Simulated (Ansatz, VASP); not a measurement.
One calculation of C, two programs

```
C
1.0
     1.25975    0.72731   10.36682
    -1.25975    0.72731   10.36682
     0.00000   -1.45463   10.36682
C
10
Cartesian
  0.0000 0.0000 0.7721
  0.0000 0.0000 30.3284
  0.0000 0.0000 3.3801
  0.0000 0.0000 27.7204
  0.0000 0.0000 4.9253
  0.0000 0.0000 26.1752
  0.0000 0.0000 11.6583
  0.0000 0.0000 19.4422
  0.0000 0.0000 13.2276
  0.0000 0.0000 17.8728
```

Alike in both runs: functional PBE; k mesh 12 × 12 × 12; occupations gaussian, width 0.02 eV; no spin polarisation.

Ansatz relaxed the structure, and its values are those at the end. VASP's run is a single point on that final structure, the one shown.

|  | VASP | Ansatz |
| --- | --- | --- |
| version | VASP 6.6.1 | Ansatz 0.2.0 |
| potentials or method | VASP PAW PBE potentials, release 64 (C), cutoff 520 eV | scalar-relativistic, plane waves, PAW |
| valence electrons in the cell | 40 | 40 |

```tsv
	VASP	Ansatz	Ansatz less VASP
gap on the k mesh at the Fermi level (eV)	4.48	4.49	+0.008
least direct gap on the mesh (eV)	5.34	5.35	+0.006
pressure (GPa)	0.7	0.0	-0.65
```

With one functional, cell and mesh, what is left measures potentials, basis and numerics.
